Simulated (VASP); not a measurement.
# BP: single point with r2SCAN

BP:

```
B P
1.0
     0.00000    2.26827    2.20022
     2.26827    0.00000    2.20022
     2.26827    2.26827    0.00000
B P
1 1
Direct
  0.00000 0.00000 0.00000
  0.75000 0.75000 0.75000
```

This cell differs from its parent crystal: strain +0.000 along x and y, -0.030 along z.

```json
{
  "Program": "VASP 6.6.1",
  "Task": "single point",
  "Functional": "r2SCAN",
  "Potentials or basis": "VASP PAW PBE potentials, release 64 (B, P)",
  "Cutoff": "520 eV",
  "k mesh": "10 × 10 × 10",
  "Occupations": "gaussian, width 0.05 eV",
  "Spin": "no spin polarisation",
  "Dipole correction": "no",
  "Further INCAR settings": "ALGO = Normal; EDIFF = 1e-07; NBANDS = 11"
}
```

```
Pressure               : 4.9 GPa
Band gap on the k mesh : 0.92 eV (least direct gap 3.36 eV)
```

Stress tensor (GPa, compression positive):
```
 2.02  0.00  0.00
 0.00  2.02  0.00
 0.00  0.00 10.69
```

Levels at points of the mesh, in eV from the valence-band top:
```tsv
k point	band 1	band 2	band 3	band 4	band 5	band 6	band 7	band 8
(0.00, 0.00, 0.00)	-16.76	-0.31	-0.31	0.00	3.36	3.55	3.55	8.30
(0.50, 0.00, 0.00)	-13.14	-9.94	-2.32	-1.91	3.99	4.68	5.15	10.85
(0.50, 0.50, 0.00)	-11.21	-9.31	-4.90	-4.90	1.03	1.37	13.14	13.14
(0.50, 0.00, 0.50)	-11.53	-9.60	-4.59	-4.52	1.39	1.83	12.78	13.50
```

Run time: 33 s on 1 thread of Intel(R) Xeon(R) 6975P-C (Granite Rapids), on a shared host, peak memory 0.15 GiB.

Caveat: the cell differs from its parent crystal (strain +0.000 along x and y, -0.030 along z); the cell stands under pressure; the PAW data sets were made with another functional, which shifts forces and pressure a little. A k mesh can miss the band edges.
